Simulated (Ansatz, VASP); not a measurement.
## Ba2TeS in VASP and in Ansatz

INCAR

```
SYSTEM = Ba2TeS
PREC     = Accurate       ! precision mode
ENCUT    = 520            ! plane-wave cutoff, eV
EDIFF    = 1E-7           ! SCF threshold, eV
ISMEAR   = -1             ! smearing method
SIGMA    = 0.02           ! smearing width, eV
LREAL    = .FALSE.        ! projectors in reciprocal space
LASPH    = .TRUE.         ! aspherical terms in the spheres
NELM     = 80             ! most SCF steps
ALGO     = Normal         ! electronic algorithm
ISIF     = 2              ! what is computed and relaxed
LWAVE    = .FALSE.        ! write WAVECAR
LCHARG   = .TRUE.         ! write CHGCAR
GGA      = PE             ! functional
LELF     = .TRUE.         ! ELF
LVHAR    = .TRUE.       
NBANDS   = 24             ! bands
```

Contents of KPOINTS:

```
Automatic mesh
0
G
  6 6 6
  0 0 0
```

POSCAR

```
Ba2TeS
1.0
    2.3756158006      1.3715624220      7.8225415467
   -2.3756158006      1.3715624220      7.8225415467
    0.0000000000     -2.7431248440      7.8225415467
S Te Ba
1 1 2
Direct
    1.0000000000      0.0000000000      0.0000000000
    0.5000000000      0.5000000000      0.5000000000
    0.2575375651      0.2575375651      0.2575375651
    0.7424624349      0.7424624349      0.7424624349
```

Input for Ansatz:

```yaml
crystal:
  lattice:
    - [2.3756158006, 1.371562422, 7.8225415467]
    - [-2.3756158006, 1.371562422, 7.8225415467]
    - [0.0, -2.743124844, 7.8225415467]
  atoms:
    - { symbol: S, position: [1.0, 0.0, 0.0] }
    - { symbol: Te, position: [0.5, 0.5, 0.5] }
    - { symbol: Ba, position: [0.2575375651, 0.2575375651, 0.2575375651] }
    - { symbol: Ba, position: [0.7424624349, 0.7424624349, 0.7424624349] }
kpoints:
  mp_grid: { grid: [6, 6, 6] }
  band_path:
    path:
      - [[0.0, 0.0, 0.0], [0.5, 0.5, 0.5], [0.8128385118544, 0.1871614881456, 0.5]]
      - [[0.5, -0.1871614881456, 0.1871614881456], [0.5, -7.789289071178e-17, -1.454574609943e-16], [0.0, 0.0, 0.0], [0.3435807440728, -0.3435807440728, -3.133459901596e-18]]
      - [[0.6564192559272, -4.918943120044e-17, 0.3435807440728], [0.5, -2.507040917651e-17, 0.5], [0.0, 0.0, 0.0]]
    npoints: 10
hamiltonian:
  xc: pbe
scf:
  occupations: { method: fermi_dirac, width: 0.02 }
  n_extra_bands: 5
output:
  forces: true
  stress: true
  eigenvalues: true
```

Alike in both runs: task single point; functional PBE; k mesh 6 × 6 × 6; occupations fermi-dirac, width 0.02 eV; no spin polarisation.

```csv
,VASP,Ansatz
version,VASP 6.6.1,Ansatz 0.2.0
potentials or method,"VASP PAW PBE potentials, release 64 (S, Te, Ba_sv)","plane waves, PAW"
plane-wave cutoff (eV),520,420
valence electrons in the cell,32,42
```

VASP gave:

```
gap on the k mesh at the Fermi level (eV) : 1.56
pressure (GPa)                            : 0.5
```

Question: What did Ansatz give for the same quantities?

Answer: gap on the k mesh at the Fermi level (eV): 1.64; pressure (GPa): 0.0.

The functional is the same, so the differences come from potentials, cutoffs and numerics. VASP's potentials hold 32 valence electrons a cell and Ansatz's 42, so a difference there can come from the potentials and not from the codes.

Neither program's run includes spin-orbit coupling.
